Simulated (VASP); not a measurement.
Write the native input for VASP 6.6.1 that does the following.

| Item | Value |
| --- | --- |
| Task | single point |
| Functional | PBEsol-based global hybrid with 25 % exact exchange |
| Potentials or basis | VASP PAW PBE potentials, release 64 (C) |
| Cutoff | 520 eV |
| k mesh | 7 × 7 × 7 |
| Occupations | fermi-dirac, width 0.05 eV |
| Spin | no spin polarisation |
| Dipole correction | no |
| Grid for exact exchange (PRECFOCK) | Normal |
| Share of exact exchange | 0.25 |
| Further INCAR settings | ALGO = Normal; EDIFF = 1e-06; NBANDS = 11 |

Crystal: C.

```
C
1.0
     0.00000    1.81835    1.81835
     1.81835    0.00000    1.81835
     1.81835    1.81835    0.00000
C
2
Direct
  0.75000 0.75000 0.75000
  0.50000 0.50000 0.50000
```

The input as run:

POSCAR

```
C
1.0
    0.0000000000      1.8183469191      1.8183469191
    1.8183469191      0.0000000000      1.8183469191
    1.8183469191      1.8183469191      0.0000000000
C
2
Direct
    0.7500000000      0.7500000000      0.7500000000
    0.5000000000      0.5000000000      0.5000000000
```

INCAR.step1

```
ALGO = Normal ; EDIFF = 1E-5
ENCUT = 520 ; GGA = PE
ISIF = 2 ; ISMEAR = -1
LASPH = True ; LREAL = False
LWAVE = True ; NBANDS = 11
NELM = 60 ; PREC = Accurate
SIGMA = 0.05
```

INCAR.step2

```
AEXX = 0.25 ; ALGO = Normal
EDIFF = 1E-6 ; ENCUT = 520
GGA = PS ; ISIF = 2
ISMEAR = -1 ; ISTART = 1
LASPH = True ; LCHARG = True
LELF = True ; LHFCALC = True
LREAL = False ; LVHAR = True
LWAVE = False ; NBANDS = 11
NELM = 60 ; PREC = Accurate
PRECFOCK = Normal ; SIGMA = 0.05
```

KPOINTS

```
k-points
0
Gamma
  7 7 7
```

Potentials or basis: VASP PAW PBE potentials, release 64 (C).

The run is started by

```bash
$ cat potpaw_PBE.64/C/POTCAR > POTCAR
$ cp INCAR.step1 INCAR
$ mpirun -np 1 vasp_std > vasp.out
$ cp INCAR.step2 INCAR
$ mpirun -np 1 vasp_std > vasp.out
```

Results of the run:

The pressure is -34.7 GPa. The band gap on the k mesh is 5.94 eV (least direct gap 7.51 eV).

Caveat: the k points lie up to 0.43 Å⁻¹ apart; the PAW data sets were made with another functional, which shifts forces and pressure a little; an odd mesh through Γ misses points on the zone boundary, where band edges can lie.

Run time: 5.2 min on 1 thread of AMD EPYC 7R13 Processor (Zen 3) (shared host), peak memory 0.09 GiB.
